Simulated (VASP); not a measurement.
## MgSnO2: single point with PBE

Crystal: MgSnO2.

```xyz
8
Lattice="5.1719 0.0000 0.0000 0.0000 5.1719 0.0000 0.0000 0.0000 7.0851" Properties=species:S:1:pos:R:3 pbc="T T T"
Mg    2.5860    2.5860    0.0000
Mg    2.5860    2.5860    3.5425
Sn    0.0000    2.5860    3.5425
Sn    2.5860    0.0000    0.0000
O     0.0000    0.0000    1.7713
O     0.0000    0.0000    5.3138
O     2.5860    2.5860    1.7713
O     2.5860    2.5860    5.3138
```

The cell was generated, and may not be a known phase.

| Property | Result |
| --- | --- |
| Program | VASP 6.6.1 |
| Task | single point |
| Functional | PBE |
| Potentials or basis | VASP PAW PBE potentials, release 64 (Mg, Sn_d, O) |
| Cutoff | 520 eV |
| k mesh | 4 × 4 × 4 |
| Occupations | gaussian, width 0.1 eV |
| Spin | no spin polarisation |
| Dipole correction | no |
| Further INCAR settings | ALGO = Normal; EDIFF = 1e-06; NBANDS = 38 |

```yaml
Pressure: 0.1 GPa
Band_gap_on_the_k_mesh: zero (bands 28 and 29 overlap by 0.17 eV)
```

Stress tensor (GPa, compression positive):
```
0.00 0.00 0.00
0.00 0.00 0.00
0.00 0.00 0.26
```

Levels at points of the mesh, in eV from the Fermi level:
```csv
k point,band 25,band 26,band 27,band 28,band 29,band 30,band 31,band 32
"(0.00, 0.00, 0.00)",-0.54,-0.27,-0.27,-0.04,0.72,0.72,1.10,2.32
"(0.50, 0.00, 0.00)",-0.89,-0.58,-0.34,0.02,0.21,0.87,2.00,2.47
"(0.50, 0.50, 0.00)",-0.48,-0.48,-0.23,-0.23,0.08,0.67,1.16,3.11
"(0.00, 0.00, 0.50)",-0.38,-0.38,-0.32,-0.32,0.97,0.97,1.42,1.42
"(0.50, 0.00, 0.50)",-0.95,-0.45,-0.19,-0.06,0.25,0.94,1.95,2.58
"(0.50, 0.50, 0.50)",-0.55,-0.55,-0.12,-0.12,-0.08,-0.08,2.29,2.29
```

It took 78 s on 1 thread of Intel(R) Xeon(R) 6975P-C (Granite Rapids) (shared host), peak memory 0.34 GiB.

Caveat: semilocal functionals underestimate gaps, and a narrow one can read as zero; spin-orbit coupling is left out, which moves the levels of the heavy elements.
